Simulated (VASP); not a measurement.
Zn:

```
CELL_PARAMETERS angstrom
0.00000 1.96478 1.96478
1.96478 0.00000 1.96478
1.96478 1.96478 0.00000
ATOMIC_POSITIONS crystal
Zn 0.00000 0.00000 0.00000
```

This isn't the form of Zn at room conditions, which is hcp.

| Quantity | Value |
| --- | --- |
| Program | VASP 6.6.1 |
| Task | relaxation of cell and atoms |
| Functional | RPBE |
| Dispersion | D4 |
| Potentials or basis | VASP PAW PBE potentials, release 64 (Zn) |
| Cutoff | 600 eV |
| k mesh | 12 × 12 × 12 |
| Occupations | fermi-dirac, width 0.05 eV |
| Spin | no spin polarisation |

At the start: pressure -3.2 GPa; volume 15.17 Å³/atom.

Where does the relaxation end?

Over 3 steps the energy falls by 7.2 meV/atom and the volume is 14.48 Å³/atom (-4.5 %); space group Fm-3m (No. 225, to 0.1 Å) before and after.

Step by step:
```csv
step,energy change (eV),largest force (eV/Å),pressure (GPa),volume (Å³)
1,0.0000,0.0000,-3.20,15.17
2,-0.0072,0.0000,-0.16,14.51
3,-0.0072,0.0000,0.00,14.48
```

Final structure:
```cif
data_structure
_symmetry_space_group_name_H-M 'P 1'
_symmetry_Int_Tables_number 1
_cell_length_a 2.7362
_cell_length_b 2.7362
_cell_length_c 2.7362
_cell_angle_alpha 60.000
_cell_angle_beta 60.000
_cell_angle_gamma 60.000
_cell_volume 14.48
loop_
_atom_site_label
_atom_site_type_symbol
_atom_site_fract_x
_atom_site_fract_y
_atom_site_fract_z
_atom_site_occupancy
Zn1 Zn 0.00000 0.00000 0.00000 1
```

Caveat: the PAW data sets were made with another functional, which shifts forces and pressure a little.
